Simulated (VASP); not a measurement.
# V: relaxation of cell and atoms with PBE

V:

```xyz
2
Lattice="2.6043 0.0000 0.0000 -1.3021 2.2554 0.0000 0.0000 0.0000 4.7233" Properties=species:S:1:pos:R:3 pbc="T T T"
V     1.3021    0.7518    3.5425
V     0.0000    1.5036    1.1808
```

| Item | Value |
| --- | --- |
| Program | VASP 6.6.1 |
| Task | relaxation of cell and atoms |
| Functional | PBE |
| Potentials or basis | VASP PAW PBE potentials, release 64 (V_sv) |
| Cutoff | 600 eV |
| k mesh | 18 × 18 × 10 |
| Occupations | gaussian, width 0.1 eV |
| Spin | no spin polarisation |
| Dipole correction | no |
| Further INCAR settings | ALGO = Fast; EDIFF = 1e-06; IBRION = 2; EDIFFG = -0.005; NSW = 100; ISIF = 3 |

The relaxed volume is 13.85 Å³/atom and the relaxed cell is a = 2.611 Å, b = 2.611 Å, c = 4.689 Å, α = 90.00°, β = 90.00°, γ = 120.00°. The space group after relaxing (to 0.05 Å) is P6_3/mmc (No. 194), the energy gained by relaxing is 0.5 meV/atom and the ionic steps are 10. The pressure after relaxing is 0.0 GPa and the band gap on the k mesh is zero (band 13 reaches 11.33 eV, above the bottom of band 14 at 9.12 eV).

The path:
| step | energy change (eV) | largest force (eV/Å) | pressure (GPa) | volume (Å³) |
| --- | --- | --- | --- | --- |
| 1 | 0.0000 | 0.0000 | -0.19 | 27.74 |
| 2 | -0.0010 | 0.0000 | 0.18 | 27.68 |
| 3 | -0.0011 | 0.0000 | 0.23 | 27.67 |
| 4 | -0.0010 | 0.0000 | 0.19 | 27.65 |
| 5 | -0.0011 | 0.0000 | 0.14 | 27.66 |
| 6 | -0.0011 | 0.0000 | 0.20 | 27.66 |
| 7 | -0.0011 | 0.0000 | 0.26 | 27.66 |
| 8 | -0.0010 | 0.0000 | -0.38 | 27.74 |
| 9 | -0.0011 | 0.0000 | -0.04 | 27.70 |
| 10 | -0.0011 | 0.0000 | -0.01 | 27.69 |

Final structure:
```yaml
crystal:
  lattice:
    - [2.61142, 0.00000, 0.00000]
    - [-1.30571, 2.26156, 0.00000]
    - [0.00000, 0.00000, 4.68878]
  atoms:
    - { symbol: V, position: [0.66667, 0.33333, 0.75000] }
    - { symbol: V, position: [0.33333, 0.66667, 0.25000] }
```

Levels at points of the mesh, in eV from the Fermi level:
| k point | band 10 | band 11 | band 12 | band 13 | band 14 | band 15 | band 16 | band 17 |
| --- | --- | --- | --- | --- | --- | --- | --- | --- |
| (0.00, 0.00, 0.00) | -3.43 | -0.52 | -0.15 | 0.31 | 0.31 | 0.64 | 0.64 | 1.78 |
| (0.50, 0.00, 0.00) | -2.85 | -2.70 | -0.32 | -0.24 | 0.32 | 0.56 | 2.97 | 3.46 |
| (0.00, 0.00, 0.50) | -5.07 | -0.99 | -0.99 | 0.35 | 0.35 | 0.35 | 0.35 | 2.48 |
| (0.50, 0.00, 0.50) | -3.25 | -1.78 | -1.78 | 1.60 | 1.60 | 1.62 | 1.62 | 3.53 |

It took 6.1 min on 1 thread of Intel Xeon 6975P-C (shared host), peak memory 0.25 GiB.
